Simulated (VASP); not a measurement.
Here is a VASP 6.6.1 calculation.

INCAR

```
PREC = Accurate
ENCUT = 520
EDIFF = 1E-6
ISMEAR = 0
SIGMA = 0.05
LREAL = False
LASPH = True
NELM = 100
ALGO = Normal
ISIF = 2
LWAVE = False
LCHARG = False
NBANDS = 8
```

The input KPOINTS:

```
regular mesh
0
Gamma
  11 11 11
```

File POSCAR:

```
P
1.0
    2.4107537825      0.0000000000      0.0000000000
    0.0000000000      2.4107537825      0.0000000000
    0.0000000000      0.0000000000      2.4107537825
P
1
Direct
    0.0000000000      0.0000000000      0.0000000000
```

Potentials or basis: VASP PAW LDA potentials, release 64 (P).

The run is started by

```sh
$ cat potpaw_LDA.64/P/POTCAR > POTCAR
$ mpirun -np 1 vasp_std > vasp.out
```

(1) Estimate the pressure.

## Answers

(1) 0.0 GPa.
